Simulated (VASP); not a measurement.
WS2, 6 atoms in the cell. The structure is hexagonal, space group P6_3/mmc (No. 194). Conventional cell: a = 3.099 Å, b = 3.099 Å, c = 12.043 Å, α = 90.00°, β = 90.00°, γ = 120.00°. W (site symmetry -6m2) has 6 S at 2.21 Å within 2.9 Å. Within 2.9 Å of S (site symmetry 3m) lie 3 W at 2.21 Å and 1 S at 2.60 Å. 

| Property | Result |
| --- | --- |
| Program | VASP 6.6.1 |
| Task | single point |
| Functional | LDA |
| Potentials or basis | VASP PAW LDA potentials, release 64 (W_sv, S) |
| Cutoff | 520 eV |
| k mesh | 12 × 12 × 4 |
| Occupations | gaussian, width 0.05 eV |
| Spin | no spin polarisation |
| Dipole correction | no |
| Further INCAR settings | ALGO = Normal; EDIFF = 1e-06; NBANDS = 35 |

Potentials or basis: VASP PAW LDA potentials, release 64 (W_sv, S).

Launch:

```sh
$ cat potpaw_LDA.64/W_sv/POTCAR potpaw_LDA.64/S/POTCAR > POTCAR
$ mpirun -np 1 vasp_std > vasp.out
```

Hardware: 1 thread of Intel(R) Xeon(R) Platinum 8488C (Sapphire Rapids), with other jobs on the host.

Problem. How long does it take, and how much memory?

Solution. Wall time 120 s on 1 thread of Intel(R) Xeon(R) Platinum 8488C (Sapphire Rapids) (shared host), peak memory 0.28 GiB. Counts: scf iterations 13, k points 57.
